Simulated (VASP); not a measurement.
# Mg3Cd5O8 (R-3m) in VASP: single point with PBEsol

Aim: the single point of Mg3Cd5O8 with PBEsol.

All numbers are computed with VASP 6.6.1; they aren't measurements. Logs are shortened: lines on timing, memory, paths and dates and some standing lists are left out, and cuts for length are marked.

**1. The cell of the first run**

Symmetry: R-3m, No. 166, trigonal system. Conventional cell: a = 6.395 Å, b = 6.395 Å, c = 15.805 Å, α = 90.00°, β = 90.00°, γ = 120.00°. Mg (site symmetry 2/m) has 6 O at 2.17 to 2.19 Å within 2.9 Å. Cd (site symmetry -3m) has 6 O at 2.27 Å within 3.0 Å. Cd (site symmetry -3m) has 6 O at 2.27 Å within 3.0 Å. Within 3.3 Å of Cd (site symmetry 2/m) lie 6 O at 2.35 to 2.37 Å and 8 Cd at 3.20 to 3.22 Å and 4 Mg at 3.22 Å. O (site symmetry m) has 2 Mg at 2.17 Å and 4 Cd at 2.27 to 2.37 Å and 7 O at 2.96 to 3.20 Å within 3.2 Å. O (site symmetry 3m) has 3 Mg at 2.19 Å and 3 Cd at 2.35 Å and 3 O at 2.96 Å within 3.0 Å.

**2. Single point, PBEsol**

INCAR

```
PREC = Accurate
ENCUT = 520
EDIFF = 1E-6
ISMEAR = 0
SIGMA = 0.01
LREAL = Auto
LASPH = T
NELM = 60
ALGO = Normal
ISIF = 2
LWAVE = F
LCHARG = F
GGA = PS
NBANDS = 71
```

KPOINTS

```
regular mesh
0
Gamma
  9 9 9
```

POSCAR

```
Mg3Cd5O8
1.0
   -4.5219910205      4.5219910205      0.0000000000
   -4.5219910205      0.0000000000      4.5219910205
    0.0269863959      4.5489774164      4.5489774164
Mg Cd O
3 5 8
Direct
    0.0000000000      0.0000000000      0.0000000000
    0.5000000000      0.0000000000      0.0000000000
    0.0000000000      0.5000000000      0.0000000000
    0.0000000000      0.0000000000      0.5000000000
    0.5000000000      0.5000000000      0.0000000000
    0.5000000000      0.0000000000      0.5000000000
    0.0000000000      0.5000000000      0.5000000000
    0.5000000000      0.5000000000      0.5000000000
    0.7499663504      0.7499663504      0.7720367195
    0.2280305797      0.7499663504      0.7720367195
    0.7499663504      0.2280305797      0.7720367195
    0.7588727421      0.7588727421      0.2233817737
    0.2411272579      0.2411272579      0.7766182263
    0.2500336496      0.7719694203      0.2279632805
    0.7719694203      0.2500336496      0.2279632805
    0.2500336496      0.2500336496      0.2279632805
```

Potentials or basis: VASP PAW PBE potentials, release 64 (Mg, Cd, O).

Launch:

```sh
$ cat potpaw_PBE.64/Mg/POTCAR potpaw_PBE.64/Cd/POTCAR potpaw_PBE.64/O/POTCAR > POTCAR
$ mpirun -np 1 vasp_std > vasp.out
```

OUTCAR:

```text
PREC = Accurate
   ENCUT = 520
   EDIFF = 1E-6
   ISMEAR = 0
   LREAL = Auto
   LASPH = T
   NELM = 60
   ISIF = 2
   GGA = PS

 ion  position               nearest neighbor table
   1  0.000  0.000  0.000-  10 2.17  15 2.17  14 2.17  11 2.17  12 2.19  13 2.19   2 3.20   3 3.20
                             3 3.20   5 3.20   2 3.20   5 3.20   4 3.22   4 3.22   7 3.22   6 3.22
   2  0.500  0.000  0.000-   9 2.17  16 2.17  14 2.17  11 2.17  12 2.19  13 2.19   1 3.20   5 3.20
                             3 3.20   5 3.20   1 3.20   3 3.20   6 3.22   4 3.22   8 3.22   6 3.22
   3  0.000  0.500  0.000-   9 2.17  10 2.17  15 2.17  16 2.17  12 2.19  13 2.19   1 3.20   5 3.20
                             1 3.20   2 3.20   2 3.20   5 3.20   7 3.22   4 3.22   4 3.22   7 3.22
   4  0.000  0.000  0.500-   9 2.27  10 2.27  11 2.27  14 2.27  15 2.27  16 2.27   6 3.20   7 3.20
                             7 3.20   8 3.20   6 3.20   8 3.20   3 3.22   1 3.22   1 3.22   2 3.22
   5  0.500  0.500  0.000-   9 2.27  10 2.27  11 2.27  14 2.27  15 2.27  16 2.27   2 3.20   3 3.20
                             1 3.20   2 3.20   1 3.20   3 3.20   8 3.22   6 3.22   6 3.22   7 3.22
   6  0.500  0.000  0.500-  12 2.35  13 2.35   9 2.37  10 2.37  15 2.37  16 2.37   4 3.20   8 3.20
                             7 3.20   8 3.20   4 3.20   7 3.20   5 3.22   2 3.22   1 3.22   1 3.22
   7  0.000  0.500  0.500-  12 2.35  13 2.35  11 2.37  14 2.37   9 2.37  16 2.37   4 3.20   8 3.20
                             4 3.20   6 3.20   6 3.20   8 3.20   1 3.22   3 3.22   1 3.22   5 3.22
   8  0.500  0.500  0.500-  12 2.35  13 2.35  11 2.37  14 2.37  10 2.37  15 2.37   6 3.20   7 3.20
                             4 3.20   6 3.20   4 3.20   7 3.20   2 3.22   5 3.22   2 3.22   3 3.22
   9  0.750  0.750  0.772-   2 2.17   3 2.17   5 2.27   4 2.27   6 2.37   7 2.37
  10  0.228  0.750  0.772-   1 2.17   3 2.17   5 2.27   4 2.27   6 2.37   8 2.37
  11  0.750  0.228  0.772-   1 2.17   2 2.17   5 2.27   4 2.27   7 2.37   8 2.37
  12  0.759  0.759  0.223-   1 2.19   2 2.19   3 2.19   6 2.35   7 2.35   8 2.35
  13  0.241  0.241  0.777-   1 2.19   2 2.19   3 2.19   6 2.35   7 2.35   8 2.35
  14  0.250  0.772  0.228-   1 2.17   2 2.17   5 2.27   4 2.27   7 2.37   8 2.37
  15  0.772  0.250  0.228-   1 2.17   3 2.17   5 2.27   4 2.27   6 2.37   8 2.37
  16  0.250  0.250  0.228-   2 2.17   3 2.17   5 2.27   4 2.27   6 2.37   7 2.37

  LATTYP: Found a trigonal (rhomboedric) cell.
 ALAT       =     6.4332821589
 COS(alpha) =     0.5059235067

  Lattice vectors:

 A1 = (   4.5489774164,   0.0269863959,   4.5489774164)
 A2 = (   4.5489774164,   4.5489774164,   0.0269863959)
 A3 = (   0.0269863959,   4.5489774164,   4.5489774164)

Analysis of symmetry for initial positions (statically):
=====================================================================
 Subroutine PRICEL returns:
 Original cell was already a primitive cell.

 Routine SETGRP: Setting up the symmetry group for a
 trigonal (rhombohedral) supercell.

 Subroutine GETGRP returns: Found 12 space group operations
 (whereof  4 operations were pure point group operations)
 out of a pool of 12 trial point group operations.

The static configuration has the point symmetry C_2h.
 The point group associated with its full space group is D_3d.

Analysis of symmetry for dynamics (positions and initial velocities):
=====================================================================
 Subroutine PRICEL returns:
 Original cell was already a primitive cell.

 Routine SETGRP: Setting up the symmetry group for a
 trigonal (rhombohedral) supercell.

 Subroutine GETGRP returns: Found 12 space group operations
 (whereof  4 operations were pure point group operations)
 out of a pool of 12 trial point group operations.

The dynamic configuration has the point symmetry C_2h.
 The point group associated with its full space group is D_3d.

 Subroutine INISYM returns: Found 12 space group operations
 (whereof  4 operations are pure point group operations),
 and found     1 'primitive' translations

----------------------------------------------------------------------------------------

                                     Primitive cell

  volume of cell :     186.5905

  direct lattice vectors                    reciprocal lattice vectors
    -4.521991020  4.521991020  0.000000000    -0.110243758  0.110897769 -0.110243758
    -4.521991020  0.000000000  4.521991020    -0.110243758 -0.110243758  0.110897769
     0.026986396  4.548977416  4.548977416     0.109589747  0.109589747  0.109589747

  length of vectors
     6.395061030  6.395061030  6.433282159     0.191326129  0.191326129  0.189815010

[... 48 lines left out ...]
    -0.012249306  0.012321974 -0.012249306     0.111111111  0.000000000 -0.000000000
    -0.012249306 -0.012249306  0.012321974     0.000000000  0.111111111 -0.000000000
     0.012176639  0.012176639  0.012176639     0.000000000  0.000000000  0.111111111

  Length of vectors
     0.021258459  0.021258459  0.021090557

  Shift w.r.t. Gamma in fractional coordinates (k-lattice)
     0.000000000  0.000000000  0.000000000

 Subroutine IBZKPT returns following result:
 ===========================================

 Found     85 irreducible k-points:

 Following reciprocal coordinates:
            Coordinates               Weight
  0.000000  0.000000  0.000000      1.000000
  0.111111  0.000000  0.000000      6.000000
  0.222222  0.000000  0.000000      6.000000
  0.333333  0.000000  0.000000      6.000000
  0.444444  0.000000  0.000000      6.000000
  0.111111  0.111111  0.000000      6.000000
[... 16 lines left out ...]
 -0.333333  0.333333  0.000000      6.000000
  0.444444  0.444444  0.000000      6.000000
 [... further k-points ...]
   k-points           NKPTS =     85   k-points in BZ     NKDIM =     85   number of bands    NBANDS=     71
   number of dos      NEDOS =    301   number of ions     NIONS =     16
   total plane-waves  NPLWV = 110592
   dimension x,y,z NGX =    48 NGY =   48 NGZ =   48
   dimension x,y,z NGXF=    96 NGYF=   96 NGZF=   96
   ions per type =               3   5   8
   NGX,Y,Z   is equivalent  to a cutoff of  12.48, 12.48, 12.40 a.u.
   NGXF,Y,Z  is equivalent  to a cutoff of  24.96, 24.96, 24.81 a.u.
 SYSTEM =  unknown system
   PREC   = accura    normal or accurate (medium, high low for compatibility)
   ISTART =      0    job   : 0-new  1-cont  2-samecut
   ICHARG =      2    charge: 1-file 2-atom 10-const
   ISPIN  =      1    spin polarized calculation?
   LNONCOLLINEAR =      F non collinear calculations
   LSORBIT =      F    spin-orbit coupling
   LASPH  =      T    aspherical Exc in radial PAW
   ENCUT  =  520.0 eV  38.22 Ry    6.18 a.u.  11.89 11.89 11.96*2*pi/ulx,y,z
   NELM   =     60;   NELMIN=  2; NELMDL= -5     # of ELM steps
   EDIFF  = 0.1E-05   stopping-criterion for ELM
   LREAL  =      T    real-space projection
   EDIFFG = 0.1E-04   stopping-criterion for IOM
   NSW    =      0    number of steps for IOM
   IBRION =     -1    ionic relax: 0-MD 1-quasi-New 2-CG
   NFREE  =      0    steps in history (QN), initial steepest desc. (CG)
   ISIF   =      2    stress and relaxation
   ISYM   =      2    0-nonsym 1-usesym 2-fastsym
   POTIM  = 0.5000    time-step for ionic-motion
   TEBEG  =    0.0;   TEEND  =   0.0 temperature during run
   PSTRESS=    0.0 pullay stress
   NELECT =     114.0000    total number of electrons
   NUPDOWN=      -1.0000    fix difference up-down
   EMIN   =  10.00;   EMAX   =-10.00  energy-range for DOS
   EFERMI =   0.00;   METHOD = LEGACY
   ISMEAR =     0;   SIGMA  =   0.01  broadening in eV -4-tet -1-fermi 0-gaus
   EFERMI_NEDOS =   21; number of points for ismear=-14 and -15
   IALGO  =     38    algorithm
   IMIX   =      4    mixing-type and parameters
     AMIX     =   0.40;   BMIX     =  1.00
     AMIX_MAG =   1.60;   BMIX_MAG =  1.00
  volume/ion in A,a.u.               =      11.66        78.70
  Fermi-wavevector in a.u.,A,eV,Ry     =   1.389142  2.625098 26.255371  1.929715
  Thomas-Fermi vector in A             =   2.513201
   LORBIT       =      0    0 simple, 1 ext, 2 COOP (PROOUT), +10 PAW based schemes
   GGA     = PS    functional components
   LHFCALC =     F    Hartree Fock is set to
   AEXX    =    0.0000 exact exchange contribution
   IVDW    =     0    specifies the selected vdW correction
   LEPSILON=     F    determine dielectric tensor
   LRPA    =     F    only Hartree local field effects (RPA)
 non-spin polarized calculation
 Gauss-broadening in eV      SIGMA  =   0.01
  energy-cutoff  :      520.00
  volume of cell :      186.59
 maximum number of plane-waves:      5043
   NGX = 23   NGY = 23   NGZ = 23

 number of electron     114.0000009 magnetization

 Free energy of the ion-electron system (eV)
  ---------------------------------------------------
  ext. energy  EPLUGINS =         0.00000000
  ---------------------------------------------------
  free energy    TOTEN  =       -79.06599280 eV

  energy without entropy =      -79.06599280  energy(sigma->0) =      -79.06599280

 E-fermi :   3.0646     XC(G=0): -11.7397

 val. band max:        2.9479458236   @ k =   0.0000   0.0000   0.0000
 cond. band min:       3.1048986401   @ k =   0.0000   0.0000   0.0000
 fundamental gap:      0.1569528165
 Fermi energy:         3.0646044544

 k-point     1 :       0.0000    0.0000    0.0000
  band No.  band energies     occupation
      1     -14.9917      2.00000
      2     -14.0743      2.00000
      3     -14.0743      2.00000
      4     -14.0326      2.00000
      5     -14.0063      2.00000
      6     -14.0063      2.00000
[... 1717 lines left out ...]
     68      11.8409      0.00000
     69      11.8597      0.00000

 [... further k-points ...]

 [bands above 69 left out]

------------------------ aborting loop because EDIFF is reached ----------------------------------------

  FORCE on cell =-STRESS in cart. coord.  units (eV):
  Direction    XX          YY          ZZ          XY          YZ          ZX
  --------------------------------------------------------------------------------------
  -------------------------------------------------------------------------------------
  Total        1.2044549      1.2044549      1.2044549      0.0265585      0.0265585      0.0265585
  in kB       10.3421693     10.3421693     10.3421693      0.2280467      0.2280467      0.2280467
  external PRESSURE =      10.3421693 kB  Pullay stress =       0.0000000 kB

 VOLUME and BASIS-vectors are now :
 -----------------------------------------------------------------------------
  energy-cutoff  :      520.00
  volume of cell :      186.59
      direct lattice vectors                 reciprocal lattice vectors
    -4.521991020  4.521991020  0.000000000    -0.110243758  0.110897769 -0.110243758
    -4.521991020  0.000000000  4.521991020    -0.110243758 -0.110243758  0.110897769
     0.026986396  4.548977416  4.548977416     0.109589747  0.109589747  0.109589747

 POSITION                                       TOTAL-FORCE (eV/Angst)
 -----------------------------------------------------------------------------------
      0.00000      0.00000      0.00000        -0.000000      0.000000      0.000000
     -2.26100      2.26100      0.00000        -0.000000      0.000000      0.000000
     -2.26100      0.00000      2.26100        -0.000000      0.000000      0.000000
      0.01349      2.27449      2.27449        -0.000000      0.000000      0.000000
     -4.52199      2.26100      2.26100        -0.000000      0.000000      0.000000
     -2.24750      4.53548      2.27449        -0.000000      0.000000      0.000000
[... 8 lines left out ...]
     -4.61534      4.52784      2.16765        -0.058118      0.002573     -0.058118
     -2.25515      2.16765      2.16765         0.002573     -0.058118     -0.058118
 -----------------------------------------------------------------------------------
    total drift:                               -0.000000      0.000000      0.000000

  FREE ENERGIE OF THE ION-ELECTRON SYSTEM (eV)
  ---------------------------------------------------
  free  energy   TOTEN  =       -79.0659928018 eV

  energy  without entropy=      -79.0659928018  energy(sigma->0) =      -79.06599280
```

Run time: 48 min. Hardware: 1 thread of Oxide Virtual Turin-like, shared host; peak memory 0.75 GiB.

What came out:

- Free energy: -79.0660 eV
- Pressure: 1.0 GPa
- Largest force: 0.105 eV/Å
- Band gap on the k mesh: 0.16 eV

Forces on the atoms (eV/Å):
```
Mg   0.000  0.000  0.000
Mg   0.000  0.000  0.000
Mg   0.000  0.000  0.000
Cd   0.000  0.000  0.000
Cd   0.000  0.000  0.000
Cd   0.000  0.000  0.000
Cd   0.000  0.000  0.000
Cd   0.000  0.000  0.000
O   -0.003  0.058  0.058
O    0.058 -0.003  0.058
O    0.058  0.058 -0.003
O   -0.061 -0.061 -0.061
O    0.061  0.061  0.061
O   -0.058 -0.058  0.003
O   -0.058  0.003 -0.058
O    0.003 -0.058 -0.058
```

Caveat: semilocal functionals underestimate gaps, and a narrow one can read as zero; the PAW data sets were made with another functional, which shifts forces and pressure a little. A k mesh can miss the band edges.
